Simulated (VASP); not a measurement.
Input of a VASP 6.6.1 run:

Contents of INCAR:

```
  ALGO = Normal
  EDIFF = 1E-7
  EDIFFG = -0.002
  ENCUT = 750
  GGA = PS
  GGA_COMPAT = False
  IBRION = 2
  ISIF = 3
  ISMEAR = -1
  LASPH = True
  LCHARG = False
  LREAL = False
  LWAVE = False
  NELM = 120
  NELMIN = 4
  NSW = 100
  PREC = Accurate
  SIGMA = 0.08
```

Contents of KPOINTS:

```
k-points
0
Gamma
  12 12 12
```

The input POSCAR:

```
Li2S
1.0
    2.8445000000      2.8445000000      0.0000000000
   -2.8445000000      2.8445000000      0.0000000000
    0.0000000000      2.8445000000      2.8445000000
Li S
2 1
Direct
    0.2500000000      0.7500000000      0.5000000000
    0.7500000000      0.2500000000      0.5000000000
    0.0000000000      0.0000000000      0.0000000000
```

Potentials or basis: VASP PAW PBE potentials, release 64 (Li_sv, S).

Run with:

```sh
$ cat potpaw_PBE.64/Li_sv/POTCAR potpaw_PBE.64/S/POTCAR > POTCAR
$ mpirun -np 1 vasp_std > vasp.out
```

Predict the band gap on the k mesh.

3.20 eV, indirect (least direct gap 4.22 eV).

Predict the relaxed volume.

15.07 Å³/atom.

Estimate the relaxed cell.

a = 3.998 Å, b = 3.998 Å, c = 3.998 Å, α = 60.00°, β = 60.00°, γ = 90.00°.

Predict the space group after relaxing (to 0.05 Å).

Fm-3m (No. 225).

The path:
| step | energy change (eV) | largest force (eV/Å) | pressure (GPa) | volume (Å³) |
| --- | --- | --- | --- | --- |
| 1 | 0.0000 | 0.0000 | -0.76 | 46.03 |
| 2 | -0.0016 | 0.0000 | -0.33 | 45.55 |
| 3 | -0.0020 | 0.0000 | -0.01 | 45.20 |

Caveat: the PAW data sets were made with another functional, which shifts forces and pressure a little. A k mesh can miss the band edges.
